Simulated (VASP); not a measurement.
A run of VASP 6.6.1 is set up as follows.

File INCAR:

```
SYSTEM = W
PREC = Accurate
ENCUT = 520
EDIFF = 1E-6
ISMEAR = 0
SIGMA = 0.15
LREAL = .False.
LASPH = .True.
NELM = 80
ALGO = Fast
ISIF = 2
LWAVE = .False.
LCHARG = .False.
GGA = CA
NBANDS = 13
```

KPOINTS

```
regular mesh
0
Gamma
  22 22 22
  0 0 0
```

File POSCAR:

```
W
1.0
    0.0000000000      2.2787126677      1.6110498561
    2.2787126677      0.0000000000      1.6110498561
    2.2787126677      2.2787126677      0.0000000000
W
1
Direct
    0.0000000000      0.0000000000      0.0000000000
```

Potentials or basis: VASP PAW LDA potentials, release 64 (W_sv).

Launch:

```sh
$ cat potpaw_LDA.64/W_sv/POTCAR > POTCAR
$ mpirun -np 1 vasp_std > vasp.out
```

Task: What does it give for the pressure?

Result: -21.8 GPa.

Task: Predict the band gap on the k mesh.

Result: Zero (band 7 reaches 15.30 eV, above the bottom of band 8 at 9.37 eV).

Caveat: spin-orbit coupling is left out, which moves the levels of the heavy elements.
